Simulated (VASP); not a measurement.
A run of VASP 6.6.1:

The input INCAR:

```
ALGO = Normal ; EDIFF = 1E-7
ENCUT = 520 ; GGA = PE
ISIF = 2 ; ISMEAR = 0
LASPH = True ; LCHARG = False
LREAL = False ; LWAVE = False
NBANDS = 22 ; NELM = 100
PREC = Accurate ; SIGMA = 0.1
```

The input KPOINTS:

```
k-points
0
Gamma
  6 6 4
```

The input POSCAR:

```
Sb2P3H
1.0
    4.8483502400      0.0000000000      0.0000000000
   -2.4241751200      4.1987944800      0.0000000000
    0.0000000000      0.0000000000      7.2378527000
Sb H P
2 1 3
Direct
    0.3333333300      0.6666666700      0.0000000000
    0.6666666700      0.3333333300      0.0000000000
    0.0000000000      0.0000000000      0.5000000000
    0.5000000000      0.0000000000      0.5000000000
    0.0000000000      0.5000000000      0.5000000000
    0.5000000000      0.5000000000      0.5000000000
```

Potentials or basis: VASP PAW PBE potentials, release 64 (Sb, H, P).

Run with:

```console
$ cat potpaw_PBE.64/Sb/POTCAR potpaw_PBE.64/H/POTCAR potpaw_PBE.64/P/POTCAR > POTCAR
$ mpirun -np 1 vasp_std > vasp.out
```

Hardware: 1 thread of Oxide Virtual Turin-like Processor (shared host).

Q: Estimate the wall time of this run.

A: It took 2 min on 1 thread of Oxide Virtual Turin-like Processor, on a shared host, peak memory 0.24 GiB. Counts: scf iterations 17, k points 21.
